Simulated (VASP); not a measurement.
# CoSi2 (Fm-3m) in VASP: a series of runs

The runs below take CoSi2 through single point, with PBEsol+D3(BJ), BLYP+D3(BJ).

Program: VASP 6.6.1. These are calculated values, not measurements. Logs are shortened: lines on timing, memory, paths and dates and some standing lists are left out, and cuts for length are marked.

### 1 The cell of the first run

Symmetry: Fm-3m, No. 225, cubic system. The conventional cell has a = 5.195 Å, b = 5.195 Å, c = 5.195 Å, α = 90.00°, β = 90.00°, γ = 90.00°. Within 3.0 Å of Co (site symmetry m-3m) lie 8 Si at 2.25 Å. Si (site symmetry -43m) has 4 Co at 2.25 Å and 6 Si at 2.60 Å within 3.0 Å.

### 2 Single point, PBEsol+D3(BJ), collinear spin, ferromagnetic start (volume scaled by 0.96)

Contents of INCAR:

```
PREC = Accurate
ENCUT = 520
EDIFF = 1E-6
ISMEAR = 0
SIGMA = 0.05
LREAL = F
LASPH = T
NELM = 150
ALGO = Normal
ISIF = 2
LWAVE = F
LCHARG = T
ISPIN = 2
MAGMOM = 0.05 0 0
LORBIT = 11
LMAXMIX = 4
GGA = PS
IVDW = 12
LELF = T
LVHAR = T
NBANDS = 20
```

Contents of KPOINTS:

```
regular mesh
0
Gamma
  8 8 8
```

Contents of POSCAR:

```
CoSi2
1.0
    0.0000000000      2.5973275203      2.5973275203
    2.5973275203      0.0000000000      2.5973275203
    2.5973275203      2.5973275203      0.0000000000
Co Si
1 2
Direct
    0.0000000000      0.0000000000      0.0000000000
    0.2500000000      0.2500000000      0.2500000000
    0.7500000000      0.7500000000      0.7500000000
```

Potentials or basis: VASP PAW PBE potentials, release 64 (Co, Si).

On the command line:

```
cat potpaw_PBE.64/Co/POTCAR potpaw_PBE.64/Si/POTCAR > POTCAR
mpirun -np 1 vasp_std > vasp.out
```

OUTCAR:

```text
PREC = Accurate
   ENCUT = 520
   EDIFF = 1E-6
   ISMEAR = 0
   LREAL = F
   LASPH = T
   NELM = 150
   ISIF = 2
   ISPIN = 2
   LORBIT = 11
   GGA = PS
   IVDW = 12
 IVDW          = 12

 ion  position               nearest neighbor table
   1  0.000  0.000  0.000-   3 2.25   3 2.25   3 2.25   2 2.25   3 2.25   2 2.25   2 2.25   2 2.25

   2  0.250  0.250  0.250-   1 2.25   1 2.25   1 2.25   1 2.25   3 2.60   3 2.60   3 2.60   3 2.60
                             3 2.60   3 2.60
   3  0.750  0.750  0.750-   1 2.25   1 2.25   1 2.25   1 2.25   2 2.60   2 2.60   2 2.60   2 2.60
                             2 2.60   2 2.60

  LATTYP: Found a face centered cubic cell.
 ALAT       =     5.1946550406

  Lattice vectors:

 A1 = (   0.0000000000,   2.5973275203,   2.5973275203)
 A2 = (   2.5973275203,   0.0000000000,   2.5973275203)
 A3 = (   2.5973275203,   2.5973275203,   0.0000000000)

Analysis of symmetry for initial positions (statically):
=====================================================================
 Subroutine PRICEL returns:
 Original cell was already a primitive cell.

 Routine SETGRP: Setting up the symmetry group for a
 face centered cubic supercell.

 Subroutine GETGRP returns: Found 48 space group operations
 (whereof 48 operations were pure point group operations)
 out of a pool of 48 trial point group operations.

The static configuration has the point symmetry O_h .

Analysis of symmetry for dynamics (positions and initial velocities):
=====================================================================
 Subroutine PRICEL returns:
 Original cell was already a primitive cell.

 Routine SETGRP: Setting up the symmetry group for a
 face centered cubic supercell.

 Subroutine GETGRP returns: Found 48 space group operations
 (whereof 48 operations were pure point group operations)
 out of a pool of 48 trial point group operations.

The dynamic configuration has the point symmetry O_h .

Analysis of structural, dynamic, and magnetic symmetry:
=====================================================================
 Subroutine PRICEL returns:
 Original cell was already a primitive cell.

 Routine SETGRP: Setting up the symmetry group for a
 face centered cubic supercell.

 Subroutine GETGRP returns: Found 48 space group operations
 (whereof 48 operations were pure point group operations)
 out of a pool of 48 trial point group operations.

The overall configuration has the point symmetry O_h .

 Subroutine INISYM returns: Found 48 space group operations
 (whereof 48 operations are pure point group operations),
 and found     1 'primitive' translations

----------------------------------------------------------------------------------------

                                     Primitive cell

  volume of cell :      35.0437

  direct lattice vectors                    reciprocal lattice vectors
     0.000000000  2.597327520  2.597327520    -0.192505564  0.192505564  0.192505564
     2.597327520  0.000000000  2.597327520     0.192505564 -0.192505564  0.192505564
     2.597327520  2.597327520  0.000000000     0.192505564  0.192505564 -0.192505564

  length of vectors
     3.673175805  3.673175805  3.673175805     0.333429418  0.333429418  0.333429418

  position of ions in fractional coordinates (direct lattice)
     0.000000000  0.000000000  0.000000000
     0.250000000  0.250000000  0.250000000
     0.750000000  0.750000000  0.750000000

  ion indices of the primitive-cell ions
   primitive index   ion index
                 1           1
                 2           2
                 3           3

----------------------------------------------------------------------------------------

 KPOINTS: regular mesh

Automatic generation of k-mesh.
 Grid dimensions read from file:
 generate k-points for:    8    8    8

 Generating k-lattice:

  Cartesian coordinates                     Fractional coordinates (reciprocal lattice)
    -0.024063196  0.024063196  0.024063196     0.125000000  0.000000000  0.000000000
     0.024063196 -0.024063196  0.024063196     0.000000000  0.125000000  0.000000000
     0.024063196  0.024063196 -0.024063196     0.000000000  0.000000000  0.125000000

  Length of vectors
     0.041678677  0.041678677  0.041678677

  Shift w.r.t. Gamma in fractional coordinates (k-lattice)
     0.000000000  0.000000000  0.000000000

 Subroutine IBZKPT returns following result:
 ===========================================

 Found     29 irreducible k-points:

 Following reciprocal coordinates:
            Coordinates               Weight
  0.000000  0.000000  0.000000      1.000000
  0.125000  0.000000  0.000000      8.000000
  0.250000  0.000000  0.000000      8.000000
  0.375000  0.000000  0.000000      8.000000
  0.500000  0.000000  0.000000      4.000000
  0.125000  0.125000  0.000000      6.000000
[... 16 lines left out ...]
  0.500000  0.250000  0.125000     48.000000
 -0.375000  0.250000  0.125000     24.000000
 [... further k-points ...]
   k-points           NKPTS =     29   k-points in BZ     NKDIM =     29   number of bands    NBANDS=     20
   number of dos      NEDOS =    301   number of ions     NIONS =      3
   total plane-waves  NPLWV =  21952
   dimension x,y,z NGX =    28 NGY =   28 NGZ =   28
   dimension x,y,z NGXF=    56 NGYF=   56 NGZF=   56
   ions per type =               1   2
   NGX,Y,Z   is equivalent  to a cutoff of  12.67, 12.67, 12.67 a.u.
   NGXF,Y,Z  is equivalent  to a cutoff of  25.35, 25.35, 25.35 a.u.
 SYSTEM =  unknown system
   PREC   = accura    normal or accurate (medium, high low for compatibility)
   ISTART =      0    job   : 0-new  1-cont  2-samecut
   ICHARG =      2    charge: 1-file 2-atom 10-const
   ISPIN  =      2    spin polarized calculation?
   LNONCOLLINEAR =      F non collinear calculations
   LSORBIT =      F    spin-orbit coupling
   LASPH  =      T    aspherical Exc in radial PAW
   ENCUT  =  520.0 eV  38.22 Ry    6.18 a.u.   6.83  6.83  6.83*2*pi/ulx,y,z
   NELM   =    150;   NELMIN=  2; NELMDL= -5     # of ELM steps
   EDIFF  = 0.1E-05   stopping-criterion for ELM
   LREAL  =      F    real-space projection
   EDIFFG = 0.1E-04   stopping-criterion for IOM
   NSW    =      0    number of steps for IOM
   IBRION =     -1    ionic relax: 0-MD 1-quasi-New 2-CG
   NFREE  =      0    steps in history (QN), initial steepest desc. (CG)
   ISIF   =      2    stress and relaxation
   ISYM   =      2    0-nonsym 1-usesym 2-fastsym
   POTIM  = 0.5000    time-step for ionic-motion
   TEBEG  =    0.0;   TEEND  =   0.0 temperature during run
   PSTRESS=    0.0 pullay stress
   NELECT =      17.0000    total number of electrons
   NUPDOWN=      -1.0000    fix difference up-down
   EMIN   =  10.00;   EMAX   =-10.00  energy-range for DOS
   EFERMI =   0.00;   METHOD = LEGACY
   ISMEAR =     0;   SIGMA  =   0.05  broadening in eV -4-tet -1-fermi 0-gaus
   EFERMI_NEDOS =   21; number of points for ismear=-14 and -15
   IALGO  =     38    algorithm
   IMIX   =      4    mixing-type and parameters
     AMIX     =   0.40;   BMIX     =  1.00
     AMIX_MAG =   1.60;   BMIX_MAG =  1.00
  volume/ion in A,a.u.               =      11.68        78.83
  Fermi-wavevector in a.u.,A,eV,Ry     =   1.286336  2.430823 22.513020  1.654660
  Thomas-Fermi vector in A             =   2.418417
   LORBIT       =     11    0 simple, 1 ext, 2 COOP (PROOUT), +10 PAW based schemes
   GGA     = PS    functional components
   LHFCALC =     F    Hartree Fock is set to
   AEXX    =    0.0000 exact exchange contribution
   IVDW    =    12    specifies the selected vdW correction
   LEPSILON=     F    determine dielectric tensor
   LRPA    =     F    only Hartree local field effects (RPA)
 spin polarized calculation
 Gauss-broadening in eV      SIGMA  =   0.05
  energy-cutoff  :      520.00
  volume of cell :       35.04
 maximum number of plane-waves:       960
   NGX = 13   NGY = 13   NGZ = 13

 number of electron      16.9999999 magnetization       0.0001926

 number of electron      16.9999999 magnetization      -0.0001702

 Free energy of the ion-electron system (eV)
  ---------------------------------------------------
  ext. energy  EPLUGINS =         0.00000000
  ---------------------------------------------------
  free energy    TOTEN  =       -20.87157930 eV

  energy without entropy =      -20.87001792  energy(sigma->0) =      -20.87079861

 E-fermi :  11.2438     XC(G=0): -12.2810

 val. band max:       11.2286772586   @ k =  -0.1250   0.1250   0.0000
 cond. band min:      11.2724463728   @ k =  -0.3750   0.1250   0.0000
 fundamental gap:      0.0437691143
 Fermi energy:        11.2438294063

 spin component 1

 k-point     1 :       0.0000    0.0000    0.0000
  band No.  band energies     occupation
      1      -2.5701      1.00000
      2       6.7777      1.00000
      3       6.7777      1.00000
      4       6.7777      1.00000
      5       9.0653      1.00000
      6       9.0653      1.00000
[... 12 lines left out ...]
     19      22.0142      0.00000
[... 513 lines left out ...]
      4       6.7896      1.00000
      5       8.0422      1.00000
      6       8.9879      1.00000
[... 12 lines left out ...]
     19      27.4456      0.00000
     20      27.7985      0.00000

 [... further k-points ...]

 spin component 2

 k-point     1 :       0.0000    0.0000    0.0000
  band No.  band energies     occupation
      1      -2.5701      1.00000
      2       6.7777      1.00000
      3       6.7777      1.00000
      4       6.7777      1.00000
      5       9.0652      1.00000
      6       9.0652      1.00000
[... 12 lines left out ...]
     19      22.0145      0.00000
[... 513 lines left out ...]
      4       6.7896      1.00000
      5       8.0423      1.00000
      6       8.9879      1.00000
[... 12 lines left out ...]
     19      27.4457      0.00000
     20      27.7985      0.00000

 [... further k-points ...]

------------------------ aborting loop because EDIFF is reached ----------------------------------------

 Edisp (eV)   -1.27176

 E8    (eV) :    -0.8158

  FORCE on cell =-STRESS in cart. coord.  units (eV):
  Direction    XX          YY          ZZ          XY          YZ          ZX
  --------------------------------------------------------------------------------------
  -------------------------------------------------------------------------------------
  Total       2.04892     2.04892     2.04892     0.00000     0.00000    -0.00000
  in kB      93.67538    93.67538    93.67538     0.00000     0.00000    -0.00000
  external pressure =       93.68 kB  Pullay stress =        0.00 kB

 VOLUME and BASIS-vectors are now :
 -----------------------------------------------------------------------------
  energy-cutoff  :      520.00
  volume of cell :       35.04
      direct lattice vectors                 reciprocal lattice vectors
     0.000000000  2.597327520  2.597327520    -0.192505564  0.192505564  0.192505564
     2.597327520  0.000000000  2.597327520     0.192505564 -0.192505564  0.192505564
     2.597327520  2.597327520  0.000000000     0.192505564  0.192505564 -0.192505564

 POSITION                                       TOTAL-FORCE (eV/Angst)
 -----------------------------------------------------------------------------------
      0.00000      0.00000      0.00000         0.000000      0.000000     -0.000000
      1.29866      1.29866      1.29866         0.000000     -0.000000     -0.000000
      3.89599      3.89599      3.89599        -0.000000      0.000000      0.000000
 -----------------------------------------------------------------------------------
    total drift:                               -0.000000     -0.000000      0.000000

  FREE ENERGIE OF THE ION-ELECTRON SYSTEM (eV)
  ---------------------------------------------------
  free  energy   TOTEN  =       -22.1433372158 eV

  energy  without entropy=      -22.1417758355  energy(sigma->0) =      -22.14255653

 total charge

# of ion       s       p       d       tot
------------------------------------------
    1        0.596   0.834   7.709   9.139
    2        0.718   0.934   0.000   1.651
    3        0.718   0.934   0.000   1.651
--------------------------------------------------
tot          2.032   2.701   7.709  12.442

 magnetization (x)

# of ion       s       p       d       tot
------------------------------------------
    1        0.000  -0.000  -0.000  -0.000
    2        0.000   0.000   0.000   0.000
    3        0.000   0.000   0.000   0.000
--------------------------------------------------
tot          0.000   0.000  -0.000  -0.000
```

Wall time 28 s (1 thread of Intel Xeon Platinum 8488C (Sapphire Rapids), shared host); peak memory 0.2 GiB.

What came out:

```yaml
Free_energy: -22.1433 eV
Pressure: 9.4 GPa
Net_moment: 0.00 μB per cell
Valence_electrons_inside_the_program's_atomic_spheres: Co 9.14; Si 1.65
Dispersion_energy_per_atom: -0.424 eV
```

Caveat: the PAW data sets were made with another functional, which shifts forces and pressure a little; pairwise dispersion overbinds metals, which lowers pressure and volume.

[end of part 1 of 2]
